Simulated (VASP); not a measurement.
A run of VASP 6.6.1 is set up as follows.

File INCAR:

```
SYSTEM = MgS
  ALGO = Normal
  EDIFF = 1E-7
  EDIFFG = -0.01
  ENCUT = 600
  GGA = PE
  IBRION = 2
  ISIF = 3
  ISMEAR = 0
  LASPH = .TRUE.
  LCHARG = .FALSE.
  LREAL = Auto
  LWAVE = .FALSE.
  NELM = 60
  NSW = 65
  PREC = Accurate
  SIGMA = 0.02
```

Contents of KPOINTS:

```
k-points
0
G
  9 9 1
  0 0 0
```

Contents of POSCAR:

```
MgS
1.0
    4.0544445329      0.0000000000      0.0000000000
   -2.0272222664      3.5112519637      0.0000000000
    0.0000000000      0.0000000000     25.9657212696
Mg S
8 8
Direct
    0.0000000000      0.0000000000      0.0000000000
    0.3333333333      0.6666666667      0.1250000000
    0.0000000000      0.0000000000      0.2500000000
    0.3333333333      0.6666666667      0.3750000000
    0.0000000000      0.0000000000      0.5000000000
    0.6666666667      0.3333333333      0.6250000000
    0.0000000000      0.0000000000      0.7500000000
    0.6666666667      0.3333333333      0.8750000000
    0.0000000000      0.0000000000      0.0937500000
    0.3333333333      0.6666666667      0.2187500000
    0.0000000000      0.0000000000      0.3437500000
    0.3333333333      0.6666666667      0.4687500000
    0.0000000000      0.0000000000      0.5937500000
    0.6666666667      0.3333333333      0.7187500000
    0.0000000000      0.0000000000      0.8437500000
    0.6666666667      0.3333333333      0.9687500000
```

Potentials or basis: VASP PAW PBE potentials, release 64 (Mg, S).

Run with:

```console
$ cat potpaw_PBE.64/Mg/POTCAR potpaw_PBE.64/S/POTCAR > POTCAR
$ mpirun -np 1 vasp_std > vasp.out
```

**Question.** Estimate the relaxed volume.

**Answer.** 23.06 Å³/atom.

**Question.** What does it give for the space group after relaxing (to 0.1 Å)?

**Answer.** P6_3mc (No. 186).

**Question.** Predict the relaxed cell.

**Answer.** a = 4.043 Å, b = 4.043 Å, c = 26.056 Å, α = 90.00°, β = 90.00°, γ = 120.00°.

**Question.** Estimate the band gap on the k mesh.

**Answer.** 3.38 eV.

Step by step:
| step | energy change (eV) | largest force (eV/Å) | pressure (GPa) | volume (Å³) |
| --- | --- | --- | --- | --- |
| 1 | 0.0000 | 0.2313 | -0.08 | 369.65 |
| 2 | -0.0262 | 0.0357 | -0.02 | 369.05 |
| 3 | -0.0262 | 0.0396 | -0.02 | 369.07 |
| 4 | -0.0267 | 0.0313 | 0.01 | 368.87 |
| 5 | -0.0272 | 0.0229 | 0.08 | 368.41 |
| 6 | -0.0272 | 0.0220 | 0.09 | 368.30 |
| 7 | -0.0275 | 0.0129 | 0.02 | 368.72 |
| 8 | -0.0276 | 0.0105 | -0.03 | 369.07 |
| 9 | -0.0276 | 0.0112 | -0.01 | 368.96 |
| 10 | -0.0276 | 0.0084 | -0.01 | 368.92 |

A k mesh can miss the band edges.
